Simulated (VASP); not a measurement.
Wanted: the native input for a VASP 6.6.1 run.

| Item | Value |
| --- | --- |
| Task | single point |
| Functional | LDA |
| Potentials or basis | VASP PAW LDA potentials, release 64 (Te, Cd, Zn) |
| Cutoff | 520 eV |
| k mesh | 6 × 6 × 1 |
| Occupations | gaussian, width 0.05 eV |
| Spin | no spin polarisation |
| Dipole correction | yes |
| Further INCAR settings | ALGO = Normal; EDIFF = 1e-06; NBANDS = 32 |

The structure of ZnCd2Te2 lies in POSCAR:

```
ZnCd2Te2
1.0
    4.5325544674      0.0000000000      0.0000000000
   -2.2662772337      3.9253073128      0.0000000000
    0.0000000000      0.0000000000     19.8672286441
Te Cd Zn
2 2 1
Direct
    0.0000000000      0.0000000000      0.2013365866
    0.3333333333      0.6666666667      0.3964595968
    0.3333333333      0.6666666667      0.2479059306
    0.6666666667      0.3333333333      0.4211573136
    0.8888888889      1.2222222222      0.5444740419
```

These files were run (other wordings do the same):

INCAR

```
SYSTEM = ZnCd2Te2
  PREC = Accurate
  ENCUT = 520
  EDIFF = 1E-6
  ISMEAR = 0
  SIGMA = 0.05
  LREAL = .FALSE.
  LASPH = .TRUE.
  NELM = 60
  ALGO = Normal
  ISIF = 2
  LWAVE = .FALSE.
  LCHARG = .FALSE.
  LDIPOL = .TRUE.
  IDIPOL = 3
  DIPOL = 0.5 0.5 0.362
  GGA = CA
  NBANDS = 32
```

KPOINTS

```
regular mesh
0
G
  6 6 1
  0 0 0
```

Potentials or basis: VASP PAW LDA potentials, release 64 (Te, Cd, Zn).

Command:

```console
$ cat potpaw_LDA.64/Te/POTCAR potpaw_LDA.64/Cd/POTCAR potpaw_LDA.64/Zn/POTCAR > POTCAR
$ mpirun -np 1 vasp_std > vasp.out
```

It gave:

```yaml
Largest_force: 0.453 eV/Å
Band_gap_on_the_k_mesh: zero (band 24 reaches -1.49 eV, above the bottom of band 25 at -1.50 eV)
```

Caveat: spin-orbit coupling is left out, which moves the levels of the heavy elements.

It took 8.7 min on 1 thread of Intel Xeon 6975P-C, with other jobs on the host, peak memory 0.51 GiB.
